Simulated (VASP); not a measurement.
Set up this calculation in VASP 6.6.1, as the native input.

- Task: single point
- Functional: PBEsol
- Potentials or basis: VASP PAW PBE potentials, release 64 (K_sv, S)
- Cutoff: 500 eV
- k mesh: 6 × 6 × 6
- Occupations: gaussian, width 0.01 eV
- Spin: no spin polarisation
- Dipole correction: no
- Further INCAR settings: ALGO = Normal; EDIFF = 1e-06; NBANDS = 19

The structure of K2S lies in POSCAR:

```
K2S
1.0
    0.0000000000      3.4955673368      3.4955673368
    3.4955673368      0.0000000000      3.4955673368
    3.4955673368      3.4955673368      0.0000000000
K S
2 1
Direct
    0.2500000000      0.2500000000      0.2500000000
    0.7500000000      0.7500000000      0.7500000000
    0.0000000000      0.0000000000      0.0000000000
```

The input as run:

INCAR

```
SYSTEM = K2S
ALGO = Normal ; EDIFF = 1E-6
ENCUT = 500 ; GGA = PS
GGA_COMPAT = .FALSE. ; ISIF = 2
ISMEAR = 0 ; LASPH = .TRUE.
LCHARG = .FALSE. ; LREAL = .FALSE.
LWAVE = .FALSE. ; NBANDS = 19
NELM = 120 ; PREC = Accurate
SIGMA = 0.01
```

KPOINTS

```
k-points
0
G
  6 6 6
  0 0 0
```

Potentials or basis: VASP PAW PBE potentials, release 64 (K_sv, S).

Run with:

```console
$ cat potpaw_PBE.64/K_sv/POTCAR potpaw_PBE.64/S/POTCAR > POTCAR
$ mpirun -np 1 vasp_std > vasp.out
```

Results of the run:

```json
{"Pressure": "4.1 GPa", "Band gap on the k mesh": "2.70 eV (least direct gap 3.11 eV)"}
```

Caveat: the cell stands under pressure; the PAW data sets were made with another functional, which shifts forces and pressure a little.

Run time: 12 s on 1 thread of Intel(R) Xeon(R) 6975P-C (Granite Rapids), with other jobs on the host, peak memory 0.2 GiB.
